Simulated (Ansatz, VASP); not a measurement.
Two plane-wave programs on K3PRu

```xyz
5
Lattice="6.2135 0.0000 0.0000 0.0000 6.2135 0.0000 0.0000 0.0000 6.2135" Properties=species:S:1:pos:R:3 pbc="T T T"
K     3.1068    0.0000    0.0000
K     0.0000    3.1068    0.0000
K     0.0000    0.0000    3.1068
P     0.0000    0.0000    0.0000
Ru    3.1068    3.1068    3.1068
```

Change from the starting cell: species swapped into the Gd3GaC type (Pm-3m, No. 221).

Alike in both runs: functional PBE; k mesh 6 × 6 × 6; occupations gaussian, width 0.1 eV; collinear spin.

Ansatz relaxed the structure, and its values are those at the end. VASP's run is a single point on that final structure, the one shown.

|  | VASP | Ansatz |
| --- | --- | --- |
| version | VASP 6.6.1 | Ansatz 0.2.0 |
| potentials or method | VASP PAW PBE potentials, release 64 (K_sv, P, Ru_pv), cutoff 520 eV | scalar-relativistic, plane waves, PAW |
| valence electrons in the cell | 46 | 48 |

```tsv
	VASP	Ansatz	Ansatz less VASP
gap on the k mesh at the Fermi level (eV)	none	none	-
pressure (GPa)	0.0	0.0	+0.01
net moment per atom (μB)	0.80	0.80	0.000
size of the moment on the site where the two differ most (μB)	2.65	3.06	+0.408
```

Site moments also hang on the region over which each program counts them. A gap of «none» marks a metal or a gap that the smearing closes. VASP's potentials hold 46 valence electrons a cell and Ansatz's 48, so a difference there can come from the potentials and not from the codes.
